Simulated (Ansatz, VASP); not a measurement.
## Two plane-wave programs on VWC2

File INCAR:

```
  ALGO = Normal
  EDIFF = 1E-6
  ENCUT = 520
  GGA = PE
  ISIF = 2
  ISMEAR = -1
  LASPH = True
  LCHARG = True
  LELF = True
  LREAL = False
  LVHAR = True
  LWAVE = False
  NBANDS = 26
  NELM = 60
  PREC = Accurate
  SIGMA = 0.05
```

File KPOINTS:

```
k-points
0
Gamma
  10 10 10
```

The input POSCAR:

```
VWC2
1.0
    1.5170411163      0.8758640969      4.9338931930
   -1.5170411163      0.8758640969      4.9338931930
    0.0000000000     -1.7517281937      4.9338931930
W V C
1 1 2
Direct
    0.0000000000      0.0000000000      0.0000000000
    0.5000000000      0.5000000000      0.5000000000
    0.2464940000      0.2464940000      0.2464940000
    0.7535060000      0.7535060000      0.7535060000
```

File input.yaml:

```yaml
crystal:
  lattice:
    - [1.5170411163, 0.8758640969, 4.933893193]
    - [-1.5170411163, 0.8758640969, 4.933893193]
    - [0.0, -1.7517281937, 4.933893193]
  atoms:
    - { symbol: W, position: [0.0, 0.0, 0.0] }
    - { symbol: V, position: [0.5, 0.5, 0.5] }
    - { symbol: C, position: [0.246494, 0.246494, 0.246494] }
    - { symbol: C, position: [0.753506, 0.753506, 0.753506] }
hamiltonian:
  xc: pbe
  pseudopotentials: { kind: paw }
kpoints:
  mp_grid: { grid: [10, 10, 10] }
scf:
  occupations: { method: fermi_dirac, width: 0.05 }
output:
  forces: true
  stress: true
  eigenvalues: true
  write_density: true
  write_potential: true
  elf: true
  volumetric_format: npy
```

Alike in both runs: task single point; functional PBE; k mesh 10 × 10 × 10; occupations fermi-dirac, width 0.05 eV; no spin polarisation.

|  | VASP | Ansatz |
| --- | --- | --- |
| version | VASP 6.6.1 | Ansatz 0.2.0 |
| potentials or method | VASP PAW PBE potentials, release 64 (W_sv, V_sv, C) | Ansatz PAW |
| plane-wave cutoff (eV) | 520 | 420 |
| valence electrons in the cell | 35 | 35 |

|  | VASP | Ansatz | Ansatz less VASP |
| --- | --- | --- | --- |
| gap on the k mesh at the Fermi level (eV) | none | none | - |
| pressure (GPa) | -1.3 | -2.0 | -0.70 |
| traceless stress, the component that is largest in VASP (GPa) | -0.31 | -0.27 | +0.038 |
| rms of the force components (eV/Å) | 0.034 | 0.038 | +0.0048 |

Atom by atom the forces differ by 0.005 eV/Å (rms over components). A gap of «none» marks a metal or a gap that the smearing closes. With one functional, cell and mesh, what is left measures potentials, basis and numerics.

Neither program's run includes spin-orbit coupling.
